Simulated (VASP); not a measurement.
ZrS2, 3 atoms in the cell. The structure is trigonal, space group P-3m1 (No. 164). Conventional cell: a = 3.674 Å, b = 3.674 Å, c = 5.623 Å, α = 90.00°, β = 90.00°, γ = 120.00°. Within 3.4 Å of Zr (site symmetry -3m) lie 6 S at 2.56 Å. Within 3.7 Å of S (site symmetry 3m) lie 3 Zr at 2.56 Å and 12 S at 3.48 to 3.67 Å.  This cell differs from its parent crystal: uniaxial z strain -4.0%.

```yaml
Program: VASP 6.6.1
Task: single point
Functional: HSE06
Potentials_or_basis: VASP PAW PBE potentials, release 64 (Zr_sv, S)
Cutoff: 400 eV
k_mesh: 6 × 6 × 4
Occupations: gaussian, width 0.01 eV
Spin: no spin polarisation
Dipole_correction: no
Grid_for_exact_exchange_PRECFOCK: Normal
Further_INCAR_settings: ALGO = Normal; EDIFF = 1e-06; NBANDS = 19
Share_of_exact_exchange: 0.25
Screening_parameter: 0.2079 1/Å
```

Potentials or basis: VASP PAW PBE potentials, release 64 (Zr_sv, S).

Command:

```bash
$ cat potpaw_PBE.64/Zr_sv/POTCAR potpaw_PBE.64/S/POTCAR > POTCAR
$ cp INCAR.step1 INCAR
$ mpirun -np 1 vasp_std > vasp.out
$ cp INCAR.step2 INCAR
$ mpirun -np 1 vasp_std > vasp.out
```

Hardware: 1 thread of Intel(R) Xeon(R) Platinum 8259CL CPU @ 2.50GHz (Skylake/Cascade Lake) (shared host).

**Question.** Estimate the wall time of this run.

**Answer.** It took 48 min on 1 thread of Intel(R) Xeon(R) Platinum 8259CL CPU @ 2.50GHz (Skylake/Cascade Lake), on a shared host, peak memory 0.28 GiB. Counts: k points 24.
